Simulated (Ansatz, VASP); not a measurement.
TiC2: VASP beside Ansatz

File INCAR:

```
SYSTEM = TiC2
PREC = Accurate
ENCUT = 520
EDIFF = 1E-6
ISMEAR = 0
SIGMA = 0.1
LREAL = .False.
LASPH = .True.
NELM = 100
ALGO = Normal
ISIF = 2
LWAVE = .False.
LCHARG = .False.
GGA = PE
NBANDS = 17
```

File KPOINTS:

```
regular mesh
0
Gamma
  8 8 8
  0 0 0
```

Contents of POSCAR:

```
TiC2
1.0
   -1.4287196934      1.4287196934      3.5048279978
    1.4287196934     -1.4287196934      3.5048279978
    1.4287196934      1.4287196934     -3.5048279978
Ti C
1 2
Direct
    0.0000000000      0.0000000000      0.0000000000
    0.6650000000      0.6650000000      0.0000000000
    0.3350000000      0.3350000000      0.0000000000
```

Input for Ansatz:

```yaml
crystal:
  lattice:
    - [-1.4287196934, 1.4287196934, 3.5048279978]
    - [1.4287196934, -1.4287196934, 3.5048279978]
    - [1.4287196934, 1.4287196934, -3.5048279978]
  atoms:
    - { symbol: Ti, position: [0.0, 0.0, 0.0] }
    - { symbol: C, position: [0.665, 0.665, 0.0] }
    - { symbol: C, position: [0.335, 0.335, 0.0] }
basis:
  ecutwfc: 420
kpoints:
  mp_grid: { grid: [8, 8, 8] }
hamiltonian:
  xc: pbe
scf:
  occupations: { method: gaussian, width: 0.1 }
  lower_state_search: "off"
output:
  forces: true
  stress: true
  eigenvalues: true
```

Alike in both runs: task single point; functional PBE; k mesh 8 × 8 × 8; occupations gaussian, width 0.1 eV; no spin polarisation.

```csv
,VASP,Ansatz
version,VASP 6.6.1,Ansatz 0.2.0
potentials or method,"VASP PAW PBE potentials, release 64 (Ti_sv, C), cutoff 520 eV","scalar-relativistic, plane waves, PAW"
valence electrons in the cell,20,20
```

VASP gave:

* gap on the k mesh at the Fermi level (eV): none
* pressure (GPa): -12.8
* traceless stress, the component that is largest in VASP (GPa): -7.54
* rms of the force components (eV/Å): 0.119

Q: Which values does Ansatz return?

A: gap on the k mesh at the Fermi level (eV): none; pressure (GPa): -12.9; traceless stress, the component that is largest in VASP (GPa): -7.55; rms of the force components (eV/Å): 0.123.

Atom by atom the forces differ by 0.004 eV/Å (rms over components). A gap of «none» marks a metal or a gap that the smearing closes.

The k mesh is coarse, so the values compare programs but aren't converged.
